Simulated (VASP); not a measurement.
The system is KBr.

```xyz
2
Lattice="0.0000 3.2326 3.2326 3.2326 0.0000 3.2326 3.2326 3.2326 0.0000" Properties=species:S:1:pos:R:3 pbc="T T T"
Br    3.2326    3.2326    3.2326
K     0.0000    0.0000    0.0000
```

Base run:

| Item | Value |
| --- | --- |
| Program | VASP 6.6.1 |
| Functional | BLYP |
| Potentials or basis | VASP PAW PBE potentials, release 64 (Br, K_sv) |
| Cutoff | 520 eV |
| k mesh | 7 × 7 × 7 |
| Occupations | fermi-dirac, width 0.05 eV |
| Spin | no spin polarisation |

Its results: band gap on the k mesh 4.63 eV, direct; pressure 2.9 GPa.

Task: After a change of settings the same cell gave: band gap on the k mesh 5.26 eV, direct; pressure 1.2 GPa. Which change was it?
A. functional from BLYP to r2SCAN; further incar settings from ALGO = Normal; EDIFF = 1e-07; NBANDS = 15 to ALGO = Normal; EDIFF = 1e-06; NBANDS = 15
B. functional from BLYP to PBE; dispersion from none to D3(BJ)
C. functional from BLYP to PBEsol

Result: A.

Caveats: the PAW data sets were made with another functional, which shifts forces and pressure a little.
